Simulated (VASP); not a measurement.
# LiF (Fm-3m) in VASP: a series of runs

Runs on LiF. Level: LDA. Tasks: vibrations by perturbation theory, elastic constants.

Everything below comes from runs of VASP 6.6.1. Logs are shortened: lines on timing, memory, paths and dates and some standing lists are left out, and cuts for length are marked.

**1. The cell of the first run**

The structure is cubic, space group Fm-3m (No. 225). Conventional cell: a = 3.909 Å, b = 3.909 Å, c = 3.909 Å, α = 90.00°, β = 90.00°, γ = 90.00°. Within 2.6 Å of Li (site symmetry m-3m) lie 6 F at 1.95 Å. Within 2.6 Å of F (site symmetry m-3m) lie 6 Li at 1.95 Å.

**2. Vibrations by perturbation theory, LDA**

INCAR reads:

```
ALGO = Normal
EDIFF = 1E-8
ENCUT = 520
IBRION = 8
ISIF = 2
ISMEAR = 0
LASPH = True
LCHARG = True
LEPSILON = True
LREAL = False
LWAVE = False
NBANDS = 12
NELM = 100
NSW = 1
PREC = Accurate
SIGMA = 0.01
```

KPOINTS reads:

```
k-points
0
Gamma
  10 10 10
```

POSCAR reads:

```
LiF
1.0
    0.0000000000      1.9544544216      1.9544544216
    1.9544544216      0.0000000000      1.9544544216
    1.9544544216      1.9544544216      0.0000000000
Li F
1 1
Direct
    0.0000000000      0.0000000000      0.0000000000
    0.5000000000      0.5000000000      0.5000000000
```

Potentials or basis: VASP PAW LDA potentials, release 64 (Li_sv, F).

Started as:

```
cat potpaw_LDA.64/Li_sv/POTCAR potpaw_LDA.64/F/POTCAR > POTCAR
mpirun -np 1 vasp_std > vasp.out
```

OUTCAR:

```text
EDIFF = 1E-8
   ENCUT = 520
   IBRION = 8
   ISIF = 2
   ISMEAR = 0
   LASPH = True
   LEPSILON = True
   LREAL = False
   NELM = 100
   NSW = 1
   PREC = Accurate

 ion  position               nearest neighbor table
   1  0.000  0.000  0.000-   2 1.95   2 1.95   2 1.95   2 1.95   2 1.95   2 1.95
   2  0.500  0.500  0.500-   1 1.95   1 1.95   1 1.95   1 1.95   1 1.95   1 1.95

  LATTYP: Found a face centered cubic cell.
 ALAT       =     3.9089088432

  Lattice vectors:

 A1 = (   0.0000000000,   1.9544544216,   1.9544544216)
 A2 = (   1.9544544216,   0.0000000000,   1.9544544216)
 A3 = (   1.9544544216,   1.9544544216,   0.0000000000)

Analysis of symmetry for initial positions (statically):
=====================================================================
 Subroutine PRICEL returns:
 Original cell was already a primitive cell.

 Routine SETGRP: Setting up the symmetry group for a
 face centered cubic supercell.

 Subroutine GETGRP returns: Found 48 space group operations
 (whereof 48 operations were pure point group operations)
 out of a pool of 48 trial point group operations.

The static configuration has the point symmetry O_h .

Analysis of symmetry for dynamics (positions and initial velocities):
=====================================================================
 Subroutine PRICEL returns:
 Original cell was already a primitive cell.

 Routine SETGRP: Setting up the symmetry group for a
 face centered cubic supercell.

 Subroutine GETGRP returns: Found 48 space group operations
 (whereof 48 operations were pure point group operations)
 out of a pool of 48 trial point group operations.

The dynamic configuration has the point symmetry O_h .

 Subroutine INISYM returns: Found 48 space group operations
 (whereof 48 operations are pure point group operations),
 and found     1 'primitive' translations

----------------------------------------------------------------------------------------

                                     Primitive cell

[... 592 lines left out ...]
 ------------------------------------------------------
           2.111841    -0.000000     0.000000
          -0.000000     2.111841     0.000000
           0.000000     0.000000     2.111841
 ------------------------------------------------------

 PIEZOELECTRIC TENSOR (including local field effects)  for field in x, y, z        (e  Angst)
          XX          YY          ZZ          XY          YZ          ZX
  --------------------------------------------------------------------------------
  x     0.00000     0.00000     0.00000     0.00000     0.00000     0.00000
  y     0.00000     0.00000     0.00000     0.00000     0.00000     0.00000
  z     0.00000     0.00000     0.00000     0.00000     0.00000     0.00000

 PIEZOELECTRIC TENSOR (including local field effects)  for field in x, y, z        (C/m^2)
          XX          YY          ZZ          XY          YZ          ZX
  --------------------------------------------------------------------------------
  x     0.00000     0.00000     0.00000     0.00000     0.00000     0.00000
  y     0.00000     0.00000     0.00000     0.00000     0.00000     0.00000
  z     0.00000     0.00000     0.00000     0.00000     0.00000     0.00000

 BORN EFFECTIVE CHARGES (including local field effects) (in |e|, cummulative output)
 ---------------------------------------------------------------------------------
 ion    1
    1     1.03814    -0.00000    -0.00000
    2     0.00000     1.03814    -0.00000
    3    -0.00000     0.00000     1.03814
 ion    2
    1    -1.03814     0.00000     0.00000
    2    -0.00000    -1.03814     0.00000
    3     0.00000    -0.00000    -1.03814

 INTERNAL STRAIN TENSOR FOR ION    2 for displacements in x,y,z  (eV/Angst):
          X           Y           Z          XY          YZ          ZX
  --------------------------------------------------------------------------------
  x     0.00000     0.00000     0.00000     0.00000     0.00000     0.00000
  y     0.00000     0.00000     0.00000     0.00000     0.00000     0.00000
  z     0.00000     0.00000     0.00000     0.00000     0.00000     0.00000

 SECOND DERIVATIVES (NOT SYMMETRIZED)
 ------------------------------------
               1X          1Y          1Z          2X          2Y          2Z
  1X    -2.226164    0.000000    0.000000    2.226164    0.000000    0.000000
  1Y     0.000000   -2.226164    0.000000    0.000000    2.226164    0.000000
  1Z     0.000000    0.000000   -2.226164    0.000000    0.000000    2.226164
  2X     2.238200    0.000000    0.000000   -2.238200    0.000000    0.000000
  2Y     0.000000    2.238200    0.000000    0.000000   -2.238200    0.000000
  2Z     0.000000    0.000000    2.238200    0.000000    0.000000   -2.238200

 Eigenvectors and eigenvalues of the dynamical matrix
 ----------------------------------------------------

   1 f  =   10.315406 THz    64.813609 2PiTHz  344.084916 cm-1    42.661073 meV
             X         Y         Z           dx          dy          dz
      0.000000  0.000000  0.000000    -0.854051    0.000000    0.000000
      1.954454  1.954454  1.954454     0.520188    0.000000    0.000000
[... 21 lines left out ...]
   6 f/i=    0.012355 THz     0.077631 2PiTHz    0.412130 cm-1     0.051098 meV
             X         Y         Z           dx          dy          dz
      0.000000  0.000000  0.000000     0.000000   -0.520188    0.000000
      1.954454  1.954454  1.954454     0.000000   -0.854051    0.000000

--------------------------------------------------------------------------------------------------------

 MACROSCOPIC STATIC DIELECTRIC TENSOR IONIC CONTRIBUTION
 ------------------------------------------------------
           5.851162     0.000000     0.000000
          -0.000000     5.851162     0.000000
           0.000000     0.000000     5.851162
 ------------------------------------------------------

 ELASTIC MODULI CONTR FROM IONIC RELAXATION (kBar)
 Direction    XX          YY          ZZ          XY          YZ          ZX
 --------------------------------------------------------------------------------
 XX           0.0000      0.0000      0.0000      0.0000      0.0000      0.0000
 YY           0.0000      0.0000      0.0000      0.0000      0.0000      0.0000
 ZZ           0.0000      0.0000      0.0000      0.0000      0.0000      0.0000
 XY           0.0000      0.0000      0.0000      0.0000      0.0000      0.0000
 YZ           0.0000      0.0000      0.0000      0.0000      0.0000      0.0000
 ZX           0.0000      0.0000      0.0000      0.0000      0.0000      0.0000
 --------------------------------------------------------------------------------

 PIEZOELECTRIC TENSOR IONIC CONTR  for field in x, y, z        (C/m^2)
          XX          YY          ZZ          XY          YZ          ZX
  --------------------------------------------------------------------------------
  x     0.00000     0.00000     0.00000     0.00000     0.00000     0.00000
  y     0.00000     0.00000     0.00000     0.00000     0.00000     0.00000
  z     0.00000     0.00000     0.00000     0.00000     0.00000     0.00000
```

stdout:

```text
POSCAR found type information on POSCAR LiF
 POSCAR found :  2 types and       2 ions
 scaLAPACK will be used
 LDA part: xc-table for (Slater(with rela. corr.)+CA(PZ))
 , standard interpolation
 POSCAR, INCAR and KPOINTS ok, starting setup
 FFT: planning ... GRIDC
 FFT: planning ... GRID_SOFT
 FFT: planning ... GRID
[... 24 lines left out ...]
 Linear response to external field, progress :
  Direction:   3
 dielectric tensor                  component  3 :    -0.006     0.090     2.112
 Linear response DOF=           2
 Linear response progress:
 first order change of Fermi-energy   0.21835E-04
 force on displaced ion       1 direction 1 :  -2.226   0.000   0.000
 Born effective charge ion    1 direction 1 :   1.038   0.000   0.000
 Linear response progress:
 first order change of Fermi-energy  -0.14089E-03
 force on displaced ion       2 direction 1 :  -2.238   0.000   0.000
 Born effective charge ion    2 direction 1 :  -1.039   0.000   0.000
 Born effective charges drift removed
 Linear response finished
```

Run time: 1.7 min. Hardware: 1 thread of Intel Xeon 6975P-C (Granite Rapids), shared host; peak memory 0.17 GiB.

Results:

```
Electronic dielectric tensor (diagonal)                 : 2.11
Born charges (mean of the diagonal)                     : Li +1.04; F -1.04 e
Highest phonon frequency at Γ, LO-TO splitting left out : 344 cm⁻¹
```

Phonon frequencies in cm⁻¹ (negative: imaginary):
| q point | frequencies |
| --- | --- |
| (0.000, 0.000, 0.000) | 0 0 0 344 344 344 |

Electronic dielectric tensor:
```
2.11 0.00 0.00
0.00 2.11 0.00
0.00 0.00 2.11
```

Born effective charge tensors (e):
atom 1, Li
```
1.04 0.00 0.00
0.00 1.04 0.00
0.00 0.00 1.04
```
atom 2, F
```
-1.04  0.00  0.00
 0.00 -1.04  0.00
 0.00  0.00 -1.04
```

**3. Vibrations by perturbation theory, LDA (phonons at volume x 1.02)**

INCAR reads:

```
SYSTEM = LiF
  PREC = Accurate
  ENCUT = 520
  EDIFF = 1E-8
  ISMEAR = 0
  SIGMA = 0.01
  LREAL = .FALSE.
  LASPH = .TRUE.
  NELM = 100
  ALGO = Normal
  ISIF = 2
  LWAVE = .FALSE.
  LCHARG = .FALSE.
  GGA = CA
  NBANDS = 12
  IBRION = 8
  NSW = 1
  LEPSILON = .TRUE.
```

KPOINTS reads:

```
Automatic mesh
0
G
  10 10 10
  0 0 0
```

POSCAR reads:

```
LiF
1.0
    0.0000000000      1.9673982056      1.9673982056
    1.9673982056      0.0000000000      1.9673982056
    1.9673982056      1.9673982056      0.0000000000
Li F
1 1
Direct
    0.0000000000      0.0000000000      0.0000000000
    0.5000000000      0.5000000000      0.5000000000
```

Potentials or basis: VASP PAW LDA potentials, release 64 (Li_sv, F).

Started as:

```
cat potpaw_LDA.64/Li_sv/POTCAR potpaw_LDA.64/F/POTCAR > POTCAR
mpirun -np 1 vasp_std > vasp.out
```

OUTCAR:

```text
SYSTEM = LiF
   PREC = Accurate
   ENCUT = 520
   EDIFF = 1E-8
   ISMEAR = 0
   LREAL = .FALSE.
   LASPH = .TRUE.
   NELM = 100
   ISIF = 2
   GGA = CA
   IBRION = 8
   NSW = 1
   LEPSILON = .TRUE.

 ion  position               nearest neighbor table
   1  0.000  0.000  0.000-   2 1.97   2 1.97   2 1.97   2 1.97   2 1.97   2 1.97
   2  0.500  0.500  0.500-   1 1.97   1 1.97   1 1.97   1 1.97   1 1.97   1 1.97

  LATTYP: Found a face centered cubic cell.
 ALAT       =     3.9347964112

  Lattice vectors:

 A1 = (   0.0000000000,   1.9673982056,   1.9673982056)
 A2 = (   1.9673982056,   0.0000000000,   1.9673982056)
 A3 = (   1.9673982056,   1.9673982056,   0.0000000000)

Analysis of symmetry for initial positions (statically):
=====================================================================
 Subroutine PRICEL returns:
 Original cell was already a primitive cell.

 Routine SETGRP: Setting up the symmetry group for a
 face centered cubic supercell.

 Subroutine GETGRP returns: Found 48 space group operations
 (whereof 48 operations were pure point group operations)
 out of a pool of 48 trial point group operations.

The static configuration has the point symmetry O_h .

Analysis of symmetry for dynamics (positions and initial velocities):
=====================================================================
 Subroutine PRICEL returns:
 Original cell was already a primitive cell.

 Routine SETGRP: Setting up the symmetry group for a
 face centered cubic supercell.

 Subroutine GETGRP returns: Found 48 space group operations
 (whereof 48 operations were pure point group operations)
 out of a pool of 48 trial point group operations.

The dynamic configuration has the point symmetry O_h .

 Subroutine INISYM returns: Found 48 space group operations
 (whereof 48 operations are pure point group operations),
 and found     1 'primitive' translations

----------------------------------------------------------------------------------------

                                     Primitive cell

  volume of cell :      15.2302

  direct lattice vectors                    reciprocal lattice vectors
     0.000000000  1.967398206  1.967398206    -0.254142755  0.254142755  0.254142755
     1.967398206  0.000000000  1.967398206     0.254142755 -0.254142755  0.254142755
     1.967398206  1.967398206  0.000000000     0.254142755  0.254142755 -0.254142755

  length of vectors
     2.782321225  2.782321225  2.782321225     0.440188164  0.440188164  0.440188164

  position of ions in fractional coordinates (direct lattice)
     0.000000000  0.000000000  0.000000000
[... 552 lines left out ...]
    -0.00020  0.00000  0.00000
     0.00000 -0.00020 -0.00000
     0.00000 -0.00000 -0.00005

--------------------------------------- Ionic step        4  -------------------------------------------

------------------------ aborting loop because EDIFF is reached ----------------------------------------

[... ionic steps 5 to 6 ...]

--------------------------------------- Ionic step        7  -------------------------------------------

 Free energy of the ion-electron system (eV)
  ---------------------------------------------------
  ---------------------------------------------------
  free energy    TOTEN  =        -0.50998619 eV

  energy without entropy =       -0.50998619

------------------------ aborting loop because EDIFF is reached ----------------------------------------

 INTERNAL STRAIN TENSOR  FOR ION    2  DIRECTION 1   (eV/Angst):
 -----------------------------------------------------------------------------
     0.00660  0.00000  0.00000
    -0.00000  0.00536  0.00000
     0.00000  0.00000  0.00536

 MACROSCOPIC STATIC DIELECTRIC TENSOR (including local field effects in DFT)
 ------------------------------------------------------
           2.106085     0.000000     0.000000
           0.000000     2.106085    -0.000000
          -0.000000    -0.000000     2.106085
 ------------------------------------------------------

 PIEZOELECTRIC TENSOR (including local field effects)  for field in x, y, z        (e  Angst)
          XX          YY          ZZ          XY          YZ          ZX
  --------------------------------------------------------------------------------
  x     0.00000     0.00000     0.00000     0.00000     0.00000     0.00000
  y     0.00000     0.00000     0.00000     0.00000     0.00000     0.00000
  z     0.00000     0.00000     0.00000     0.00000     0.00000     0.00000

 PIEZOELECTRIC TENSOR (including local field effects)  for field in x, y, z        (C/m^2)
          XX          YY          ZZ          XY          YZ          ZX
  --------------------------------------------------------------------------------
  x     0.00000     0.00000     0.00000     0.00000     0.00000     0.00000
  y     0.00000     0.00000     0.00000     0.00000     0.00000     0.00000
  z     0.00000     0.00000     0.00000     0.00000     0.00000     0.00000

 BORN EFFECTIVE CHARGES (including local field effects) (in |e|, cummulative output)
 ---------------------------------------------------------------------------------
 ion    1
    1     1.04039     0.00000     0.00000
    2     0.00000     1.04039     0.00000
    3     0.00000     0.00000     1.04039
 ion    2
    1    -1.04039     0.00000     0.00000
    2     0.00000    -1.04039     0.00000
    3     0.00000     0.00000    -1.04039

 INTERNAL STRAIN TENSOR FOR ION    2 for displacements in x,y,z  (eV/Angst):
          X           Y           Z          XY          YZ          ZX
  --------------------------------------------------------------------------------
  x     0.00000     0.00000     0.00000     0.00000     0.00000     0.00000
  y     0.00000     0.00000     0.00000     0.00000     0.00000     0.00000
  z     0.00000     0.00000     0.00000     0.00000     0.00000     0.00000

 SECOND DERIVATIVES (NOT SYMMETRIZED)
 ------------------------------------
               1X          1Y          1Z          2X          2Y          2Z
  1X    -2.013689    0.000000    0.000000    2.013689    0.000000    0.000000
  1Y     0.000000   -2.013689    0.000000    0.000000    2.013689    0.000000
  1Z     0.000000    0.000000   -2.013689    0.000000    0.000000    2.013689
  2X     2.039182    0.000000    0.000000   -2.039182    0.000000    0.000000
  2Y     0.000000    2.039182    0.000000    0.000000   -2.039182    0.000000
  2Z     0.000000    0.000000    2.039182    0.000000    0.000000   -2.039182

 Eigenvectors and eigenvalues of the dynamical matrix
 ----------------------------------------------------

   1 f  =    9.820393 THz    61.703349 2PiTHz  327.573049 cm-1    40.613864 meV
             X         Y         Z           dx          dy          dz
      0.000000  0.000000  0.000000    -0.616828   -0.586708   -0.057248
      1.967398  1.967398  1.967398     0.377055    0.358643    0.034995
[... 21 lines left out ...]
   6 f/i=    0.027489 THz     0.172718 2PiTHz    0.916930 cm-1     0.113685 meV
             X         Y         Z           dx          dy          dz
      0.000000  0.000000  0.000000    -0.038860    0.142858    0.500102
      1.967398  1.967398  1.967398    -0.063572    0.233702    0.818121

--------------------------------------------------------------------------------------------------------

 MACROSCOPIC STATIC DIELECTRIC TENSOR IONIC CONTRIBUTION
 ------------------------------------------------------
           6.346193    -0.000000     0.000000
          -0.000000     6.346193     0.000000
           0.000000     0.000000     6.346193
 ------------------------------------------------------

 ELASTIC MODULI CONTR FROM IONIC RELAXATION (kBar)
 Direction    XX          YY          ZZ          XY          YZ          ZX
 --------------------------------------------------------------------------------
 XX           0.0000      0.0000      0.0000      0.0000      0.0000      0.0000
 YY           0.0000      0.0000      0.0000      0.0000      0.0000      0.0000
 ZZ           0.0000      0.0000      0.0000      0.0000      0.0000      0.0000
 XY           0.0000      0.0000      0.0000      0.0000      0.0000      0.0000
 YZ           0.0000      0.0000      0.0000      0.0000      0.0000      0.0000
 ZX           0.0000      0.0000      0.0000      0.0000      0.0000      0.0000
 --------------------------------------------------------------------------------

 PIEZOELECTRIC TENSOR IONIC CONTR  for field in x, y, z        (C/m^2)
          XX          YY          ZZ          XY          YZ          ZX
  --------------------------------------------------------------------------------
  x     0.00000     0.00000     0.00000     0.00000     0.00000     0.00000
  y     0.00000     0.00000     0.00000     0.00000     0.00000     0.00000
  z     0.00000     0.00000     0.00000     0.00000     0.00000     0.00000
```

stdout:

```text
POSCAR found type information on POSCAR LiF
 POSCAR found :  2 types and       2 ions
 scaLAPACK will be used
 LDA part: xc-table for (Slater(with rela. corr.)+CA(PZ))
 , standard interpolation
 POSCAR, INCAR and KPOINTS ok, starting setup
 FFT: planning ... GRIDC
 FFT: planning ... GRID_SOFT
 FFT: planning ... GRID
[... 24 lines left out ...]
 Linear response to external field, progress :
  Direction:   3
 dielectric tensor                  component  3 :    -0.006     0.089     2.106
 Linear response DOF=           2
 Linear response progress:
 first order change of Fermi-energy   0.18498E-04
 force on displaced ion       1 direction 1 :  -2.014   0.000   0.000
 Born effective charge ion    1 direction 1 :   1.040   0.000   0.000
 Linear response progress:
 first order change of Fermi-energy  -0.13485E-03
 force on displaced ion       2 direction 1 :  -2.039   0.000   0.000
 Born effective charge ion    2 direction 1 :  -1.041   0.000   0.000
 Born effective charges drift removed
 Linear response finished
```

Run time: 96 s. Hardware: 1 thread of Intel Xeon 6975P-C (Granite Rapids), shared host; peak memory 0.16 GiB.

What came out:

```yaml
Electronic_dielectric_tensor_diagonal: 2.11
Born_charges_mean_of_the_diagonal: Li +1.04; F -1.04 e
Highest_phonon_frequency_at_Γ_LO-TO_splitting_left_out: 328 cm⁻¹
```

Phonon frequencies in cm⁻¹ (negative: imaginary):
```csv
q point,frequencies
"(0.000, 0.000, 0.000)",-1 -1 -1 328 328 328
```

Electronic dielectric tensor:
```
2.11 0.00 0.00
0.00 2.11 0.00
0.00 0.00 2.11
```

Born effective charge tensors (e):
atom 1, Li
```
1.04 0.00 0.00
0.00 1.04 0.00
0.00 0.00 1.04
```
atom 2, F
```
-1.04  0.00  0.00
 0.00 -1.04  0.00
 0.00  0.00 -1.04
```

Caveat: the cell differs from its parent crystal (phonons at volume x 1.02); the cell wasn't relaxed at this level first, which shifts response properties.

(Part 1 of 3 ends here.)
